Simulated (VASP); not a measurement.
## In: single point with rpbe exchange, lyp correlation

The system is In.

```
CELL_PARAMETERS angstrom
-1.61456 1.61456 2.45710
1.61456 -1.61456 2.45710
1.61456 1.61456 -2.45710
ATOMIC_POSITIONS crystal
In 0.00000 0.00000 0.00000
```

```json
{
 "Program": "VASP 6.6.1",
 "Task": "single point",
 "Functional": "rpbe exchange, lyp correlation",
 "Potentials or basis": "VASP PAW PBE potentials, release 64 (In_d)",
 "Cutoff": "500 eV",
 "k mesh": "11 × 11 × 11",
 "Occupations": "methfessel-paxton, width 0.05 eV",
 "Spin": "collinear spin",
 "Starting moments": "[-0.36] μB",
 "Dipole correction": "no",
 "Further INCAR settings": "ALGO = Normal; EDIFF = 1e-06; NBANDS = 16"
}
```

- Pressure: 9.0 GPa
- Net moment: 0.00 μB per cell
- Valence electrons inside the program's atomic spheres: In 11.39

Stress tensor (GPa, compression positive):
```
9.23 0.00 0.00
0.00 9.23 0.00
0.00 0.00 8.58
```

Levels at points of the mesh, in eV from the Fermi level:
Spin up:
| k point | band 3 | band 4 | band 5 | band 6 | band 7 | band 8 | band 9 | band 10 |
| --- | --- | --- | --- | --- | --- | --- | --- | --- |
| (0.00, 0.00, 0.00) | -14.82 | -14.74 | -14.63 | -9.76 | 10.51 | 10.51 | 10.69 | 11.77 |
Spin down:
```tsv
k point	band 4	band 5	band 6	band 7	band 8	band 9
(0.00, 0.00, 0.00)	-14.74	-14.63	-9.76	10.51	10.51	10.69
```

Run time: 39 s on 1 thread of Intel(R) Xeon(R) Platinum 8488C (Sapphire Rapids), on a shared host, peak memory 0.19 GiB.

Caveat: the cell stands under pressure; the PAW data sets were made with another functional, which shifts forces and pressure a little; spin-orbit coupling is left out, which moves the levels of the heavy elements.
